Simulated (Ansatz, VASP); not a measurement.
**PbS: VASP beside Ansatz**

File POSCAR:

```
PbS
1.0
    0.0000000000      2.9657500000      2.9657500000
    2.9657500000      0.0000000000      2.9657500000
    2.9657500000      2.9657500000      0.0000000000
Pb S
1 1
Direct
    0.0000000000      0.0000000000      0.0000000000
    0.5000000000      0.5000000000      0.5000000000
```

The input INCAR.step1:

```
SYSTEM = PbS
PREC = Accurate
ENCUT = 600
EDIFF = 1E-5
ISMEAR = -1
SIGMA = 0.05
LREAL = .FALSE.
LASPH = .TRUE.
NELM = 60
ALGO = Normal
LWAVE = .TRUE.
LCHARG = .FALSE.
GGA = PE
NBANDS = 17
```

The input INCAR.step2:

```
SYSTEM = PbS
PREC = Accurate
ENCUT = 600
EDIFF = 1E-6
ISMEAR = -1
SIGMA = 0.05
LREAL = .FALSE.
LASPH = .TRUE.
NELM = 60
ALGO = Normal
ISIF = 3
LWAVE = .FALSE.
LCHARG = .FALSE.
GGA = PE
LHFCALC = .TRUE.
AEXX = 0.25
PRECFOCK = Normal
IBRION = 2
NSW = 60
EDIFFG = -0.01
ISTART = 1
```

Contents of KPOINTS:

```
regular mesh
0
G
  4 4 4
  0 0 0
```

The input input.yaml:

```yaml
crystal:
  lattice:
    - [0.0, 2.96575, 2.96575]
    - [2.96575, 0.0, 2.96575]
    - [2.96575, 2.96575, 0.0]
  atoms:
    - { symbol: Pb, position: [0.0, 0.0, 0.0] }
    - { symbol: S, position: [0.5, 0.5, 0.5] }
hamiltonian:
  xc: pbe0
  pseudopotentials: { kind: paw }
kpoints:
  mp_grid: { grid: [4, 4, 4] }
scf:
  occupations: { method: fermi_dirac, width: 0.05 }
output:
  forces: true
  stress: true
relax:
  f_tol: 0.01
  max_steps: 40
  cell: { stress_tol: 0.05 }
```

Alike in both runs: task relaxation of cell and atoms; functional PBE0; k mesh 4 × 4 × 4; occupations fermi-dirac, width 0.05 eV; no spin polarisation.

|  | VASP | Ansatz |
| --- | --- | --- |
| version | VASP 6.6.1 | Ansatz 0.2.0 |
| potentials or method | VASP PAW PBE potentials, release 64 (Pb_d, S) | Ansatz PAW |
| plane-wave cutoff (eV) | 600 | 420 |
| valence electrons in the cell | 20 | 20 |

Ansatz gave:

- gap on the k mesh at the Fermi level, each at its own relaxed structure (eV): 1.50
- relaxed volume (Å³/atom): 26.65
- relaxed cell length with the largest relative difference (Å): 4.224

Question: Estimate VASP's values.

Answer: gap on the k mesh at the Fermi level, each at its own relaxed structure (eV): 1.55; relaxed volume (Å³/atom): 26.54; relaxed cell length with the largest relative difference (Å): 4.218.

The k mesh is coarse, so the values compare programs but aren't converged. Spin-orbit coupling is off throughout. Noted on Ansatz's run: the plane-wave basis is chosen anew once the cell has moved, so the energies of steps on either side of that aren't comparable.
